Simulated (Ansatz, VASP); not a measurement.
## One calculation of Sr, two programs

```
Sr
1.0
     4.26812    0.00000    0.00000
    -2.13406    3.69630    0.00000
     0.00000    0.00000   13.97616
Sr
4
Direct
  0.00000 0.00000 0.00000
  0.00000 0.00000 0.50000
  0.33333 0.66667 0.25000
  0.66667 0.33333 0.75000
```

Alike in both runs: functional PBE; k mesh 9 × 9 × 3; occupations fermi-dirac, width 0.08 eV; no spin polarisation.

Ansatz relaxed the structure, and its values are those at the end. VASP's run is a single point on that final structure, the one shown.

```csv
,VASP,Ansatz
version,VASP 6.6.1,Ansatz 0.2.0
potentials or method,"VASP PAW PBE potentials, release 64 (Sr_sv)","PAW with Ansatz's default frozen-core files, scalar-relativistic"
plane-wave cutoff (eV),520,420
valence electrons in the cell,40,40
```

```tsv
	VASP	Ansatz	Ansatz less VASP
pressure (GPa)	0.0	0.0	-0.01
```
